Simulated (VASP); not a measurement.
Wanted: the native input for a VASP 6.6.1 run.

| Item | Value |
| --- | --- |
| Task | single point |
| Functional | r2SCAN |
| Potentials or basis | VASP PAW PBE potentials, release 64 (Te, Pt) |
| Cutoff | 550 eV |
| k mesh | 12 × 12 × 10 |
| Occupations | gaussian, width 0.15 eV |
| Spin | no spin polarisation |
| Dipole correction | no |
| Further INCAR settings | ALGO = Normal; EDIFF = 1e-06; NBANDS = 24 |

The system is TePt.

```
Te Pt
1.0
     3.78212    0.00000    0.00000
    -1.89106    3.27541    0.00000
     0.00000    0.00000    5.44600
Te Pt
2 2
Direct
  0.33333 0.66667 0.25000
  0.66667 0.33333 0.75000
  0.00000 0.00000 0.00000
  0.00000 0.00000 0.50000
```

This cell differs from its parent crystal: strain -0.080 along x and y, +0.000 along z.

These files were run (other wordings do the same):

POSCAR

```
TePt
1.0
    3.7821198268      0.0000000000      0.0000000000
   -1.8910599134      3.2754118502      0.0000000000
    0.0000000000      0.0000000000      5.4460000000
Te Pt
2 2
Direct
    0.3333333333      0.6666666667      0.2500000000
    0.6666666667      0.3333333333      0.7500000000
    0.0000000000      0.0000000000      0.0000000000
    0.0000000000      0.0000000000      0.5000000000
```

INCAR.step1

```
  ALGO = Normal
  EDIFF = 1E-5
  ENCUT = 550
  GGA = PE
  GGA_COMPAT = False
  ISMEAR = 0
  LASPH = True
  LCHARG = False
  LREAL = False
  LWAVE = True
  NBANDS = 24
  NELM = 120
  PREC = Accurate
  SIGMA = 0.15
```

INCAR.step2

```
  ALGO = Normal
  EDIFF = 1E-6
  ENCUT = 550
  GGA_COMPAT = False
  ISIF = 2
  ISMEAR = 0
  ISTART = 1
  LASPH = True
  LCHARG = True
  LELF = True
  LMIXTAU = True
  LREAL = False
  LVHAR = True
  LWAVE = False
  METAGGA = R2SCAN
  NBANDS = 24
  NELM = 120
  PREC = Accurate
  SIGMA = 0.15
```

KPOINTS

```
k-points
0
Gamma
  12 12 10
```

Potentials or basis: VASP PAW PBE potentials, release 64 (Te, Pt).

Command:

```bash
$ cat potpaw_PBE.64/Te/POTCAR potpaw_PBE.64/Pt/POTCAR > POTCAR
$ cp INCAR.step1 INCAR
$ mpirun -np 1 vasp_std > vasp.out
$ cp INCAR.step2 INCAR
$ mpirun -np 1 vasp_std > vasp.out
```

It gave:

The pressure is 64.6 GPa and the band gap on the k mesh is zero (bands 16 and 17 overlap by 1.58 eV).

Caveat: the cell differs from its parent crystal (strain -0.080 along x and y, +0.000 along z); the stress differs along the axes, from 59 to 67 GPa; the PAW data sets were made with another functional, which shifts forces and pressure a little; spin-orbit coupling is left out, which moves the levels of the heavy elements.

Run time: 7.9 min on 1 thread of Oxide Virtual Turin-like Processor (shared host), peak memory 0.29 GiB.
